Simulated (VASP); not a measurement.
# GaSb (lda): elastic constants with LDA

The system is GaSb (lda).

```
CELL_PARAMETERS angstrom
0.00000 3.02530 3.02530
3.02530 0.00000 3.02530
3.02530 3.02530 0.00000
ATOMIC_POSITIONS crystal
Ga 0.00000 0.00000 0.00000
Sb 0.25000 0.25000 0.25000
```

- Program: VASP 6.6.1
- Task: elastic constants
- Functional: LDA
- Potentials or basis: VASP PAW LDA potentials, release 64 (Ga_d, Sb)
- Cutoff: 500 eV
- k mesh: 12 × 12 × 12
- Occupations: fermi-dirac, width 0.15 eV
- Spin: no spin polarisation
- Dipole correction: no
- Ions in elastic constants: relaxed
- Further INCAR settings: ALGO = Normal; EDIFF = 1e-08; NBANDS = 16; IBRION = 6; POTIM = 0.015; NSW = 1; ISIF = 3

* Elastic constants C11, C12, C44: 86, 41, 40 GPa
* Voigt bulk modulus: 56 GPa
* Highest phonon frequency at Γ, LO-TO splitting left out: 225 cm⁻¹

Phonon frequencies in cm⁻¹ (negative: imaginary):
| q point | frequencies |
| --- | --- |
| (0.000, 0.000, 0.000) | 0 0 0 225 225 225 |

Elastic tensor in Voigt notation (GPa, in the Cartesian axes of the cell as first typed):
```
86 41 41  0  0  0
41 86 41  0  0  0
41 41 86  0  0  0
 0  0  0 40  0  0
 0  0  0  0 40  0
 0  0  0  0  0 40
```

Clamped-ion elastic tensor (GPa):
```
86 41 41  0  0  0
41 86 41  0  0  0
41 41 86  0  0  0
 0  0  0 61  0  0
 0  0  0  0 61  0
 0  0  0  0  0 61
```

Run time: 15 min on 1 thread of Intel(R) Xeon(R) 6975P-C (Granite Rapids), with other jobs on the host, peak memory 0.68 GiB.
